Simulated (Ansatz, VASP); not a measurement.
BeN in VASP and in Ansatz

```
Be N
1.0
     1.32211    0.76332    2.49770
    -1.32211    0.76332    2.49770
     0.00000   -1.52664    2.49770
Be N
1 1
Direct
  0.01441 0.01441 0.01441
  0.23434 0.23434 0.23434
```

Alike in both runs: task relaxation of cell and atoms; functional PBE; k mesh 24 × 24 × 24; occupations gaussian, width 0.1 eV; no spin polarisation.

|  | VASP | Ansatz |
| --- | --- | --- |
| version | VASP 6.6.1 | Ansatz 0.2.0 |
| potentials or method | VASP PAW PBE potentials, release 64 (Be, N), cutoff 600 eV | scalar-relativistic, plane waves, PAW |
| valence electrons in the cell | 7 | 7 |

```tsv
	VASP	Ansatz	Ansatz less VASP
gap on the k mesh at the Fermi level, each at its own relaxed structure (eV)	none	none	-
relaxed volume (Å³/atom)	7.57	7.57	0.000
relaxed cell length with the largest relative difference (Å)	2.926	2.926	-0.0003
```

A gap of «none» marks a metal or a gap that the smearing closes.
